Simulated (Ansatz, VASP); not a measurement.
AlN in VASP and in Ansatz

```
Al N
1.0
     3.05997    0.00000    0.00000
    -1.52999    2.65001    0.00000
     0.00000    0.00000    5.01758
Al N
2 2
Direct
  0.33333 0.66667 0.00203
  0.66667 0.33333 0.50203
  0.33333 0.66667 0.37997
  0.66667 0.33333 0.87997
```

Change from the starting cell: strained cell.

Alike in both runs: task relaxation of the atoms; functional r2SCAN; k mesh 9 × 9 × 4; occupations gaussian, width 0.02 eV; no spin polarisation.

```csv
,VASP,Ansatz
version,VASP 6.6.1,Ansatz 0.2.0
potentials or method,"VASP PAW PBE potentials, release 64 (Al, N), cutoff 580 eV","scalar-relativistic, plane waves, PAW"
valence electrons in the cell,16,16
```

|  | VASP | Ansatz | Ansatz less VASP |
| --- | --- | --- | --- |
| gap on the k mesh at the Fermi level, each at its own relaxed structure (eV) | 5.25 | 5.19 | -0.051 |

VASP's potentials were made for PBE, not for r2SCAN. Ansatz's warnings: stress scf threshold loose.
